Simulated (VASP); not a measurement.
ReP4Ru: single point with PBE

ReP4Ru:

```
CELL_PARAMETERS angstrom
0.00000 3.43683 3.43683
3.43683 0.00000 3.43683
3.43683 3.43683 0.00000
ATOMIC_POSITIONS crystal
Re 0.00000 0.00000 0.00000
P 0.62487 0.62487 0.12540
P 0.62487 0.12540 0.62487
P 0.12540 0.62487 0.62487
P 0.62487 0.62487 0.62487
Ru 0.25000 0.25000 0.25000
```

The cell was generated, and may not be a known phase.

| Quantity | Value |
| --- | --- |
| Program | VASP 6.6.1 |
| Task | single point |
| Functional | PBE |
| Potentials or basis | VASP PAW PBE potentials, release 64 (Re, P, Ru_pv) |
| Cutoff | 520 eV |
| k mesh | 10 × 10 × 10 |
| Occupations | gaussian, width 0.1 eV |
| Spin | no spin polarisation |

```
Pressure               : -0.1 GPa
Largest force          : 0.007 eV/Å
Band gap on the k mesh : zero (an odd number of electrons rules out a gap without spin polarisation)
```

Forces on the atoms (eV/Å):
```
Re   0.000  0.000  0.000
P   -0.004 -0.004  0.004
P   -0.004  0.004 -0.004
P    0.004 -0.004 -0.004
P    0.004  0.004  0.004
Ru   0.000  0.000  0.000
```

Levels at points of the mesh, in eV from the Fermi level:
```tsv
k point	band 19	band 20	band 21	band 22	band 23	band 24
(0.00, 0.00, 0.00)	-0.29	1.34	1.34	1.34	1.97	1.97
(0.50, 0.00, 0.00)	-0.91	-0.65	-0.10	-0.10	0.64	0.64
(0.50, 0.50, 0.00)	-0.43	-0.30	-0.20	0.82	0.82	1.08
```

Run time: 4.2 min on 1 thread of Intel Xeon 8259CL, with other jobs on the host, peak memory 0.28 GiB.

Caveat: spin-orbit coupling is left out, which moves the levels of the heavy elements.
